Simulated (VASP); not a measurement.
Ta4O:

```xyz
5
Lattice="3.2575 0.0000 0.0000 0.0000 3.2575 0.0000 0.0000 0.0000 7.4093" Properties=species:S:1:pos:R:3 pbc="T T T"
Ta    0.0000    0.0000    0.0000
Ta    1.6287    1.6287    1.6067
Ta    1.6287    1.6287    5.8027
Ta    0.0000    0.0000    3.7047
O     1.6287    1.6287    3.7047
```

| Quantity | Value |
| --- | --- |
| Program | VASP 6.6.1 |
| Task | relaxation of cell and atoms |
| Functional | PBEsol |
| Dispersion | D3(BJ) |
| Potentials or basis | VASP PAW PBE potentials, release 64 (Ta_pv, O) |
| Cutoff | 600 eV |
| k mesh | 8 × 8 × 4 |
| Occupations | fermi-dirac, width 0.05 eV |
| Spin | no spin polarisation |

At the start: pressure -13.8 GPa; volume 15.72 Å³/atom.

Task: How do energy, volume and symmetry change on relaxing?

Result: Over 11 steps the energy falls by 44.2 meV/atom and the volume is 14.75 Å³/atom (-6.2 %); space group P4/mmm (No. 123, to 0.05 Å).

Step by step:
| step | energy change (eV) | largest force (eV/Å) | pressure (GPa) | volume (Å³) |
| --- | --- | --- | --- | --- |
| 1 | 0.0000 | 0.0026 | -13.78 | 78.62 |
| 2 | 1.0597 | 0.8698 | 47.42 | 64.21 |
| 3 | -0.2150 | 0.1706 | -0.85 | 74.13 |
| 4 | -0.2157 | 0.1801 | -0.16 | 73.92 |
| 5 | -0.2157 | 0.1844 | 0.11 | 73.83 |
| 6 | -0.2203 | 0.1434 | 0.28 | 73.66 |
| 7 | -0.2208 | 0.0627 | 0.24 | 73.70 |
| 8 | -0.2210 | 0.0241 | -0.43 | 73.89 |
| 9 | -0.2211 | 0.0389 | -0.21 | 73.82 |
| 10 | -0.2212 | 0.0195 | 0.03 | 73.75 |
| 11 | -0.2212 | 0.0064 | -0.01 | 73.77 |

Final structure:
```cif
data_structure
_symmetry_space_group_name_H-M 'P 1'
_symmetry_Int_Tables_number 1
_cell_length_a 3.1785
_cell_length_b 3.1785
_cell_length_c 7.3016
_cell_angle_alpha 90.000
_cell_angle_beta 90.000
_cell_angle_gamma 90.000
_cell_volume 73.77
loop_
_atom_site_label
_atom_site_type_symbol
_atom_site_fract_x
_atom_site_fract_y
_atom_site_fract_z
_atom_site_occupancy
Ta1 Ta 0.00000 0.00000 0.00000 1
Ta2 Ta 0.50000 0.50000 0.21651 1
Ta3 Ta 0.50000 0.50000 0.78349 1
Ta4 Ta 0.00000 0.00000 0.50000 1
O1 O 0.50000 0.50000 0.50000 1
```

Caveat: the PAW data sets were made with another functional, which shifts forces and pressure a little; pairwise dispersion overbinds metals, which lowers pressure and volume.
